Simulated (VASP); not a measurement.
A run of VASP 6.6.1 is set up as follows.

File INCAR:

```
ALGO = Normal ; EDIFF = 1E-6
ENCUT = 520 ; GGA = RE
ISIF = 2 ; ISMEAR = -1
LASPH = True ; LCHARG = False
LREAL = False ; LWAVE = False
NBANDS = 12 ; NELM = 100
PREC = Accurate ; SIGMA = 0.05
```

The input KPOINTS:

```
k-points
0
Gamma
  9 9 9
```

The input POSCAR:

```
LiCl
1.0
    0.0000000000      2.5647700000      2.5647700000
    2.5647700000      0.0000000000      2.5647700000
    2.5647700000      2.5647700000      0.0000000000
Cl Li
1 1
Direct
    0.5000000000      0.5000000000      0.5000000000
    0.0000000000      0.0000000000      0.0000000000
```

Potentials or basis: VASP PAW PBE potentials, release 64 (Cl, Li_sv).

The run is started by

```bash
$ cat potpaw_PBE.64/Cl/POTCAR potpaw_PBE.64/Li_sv/POTCAR > POTCAR
$ mpirun -np 1 vasp_std > vasp.out
```

Problem. Estimate the band gap on the k mesh.

Solution. 6.54 eV, direct.

 A k mesh can miss the band edges.
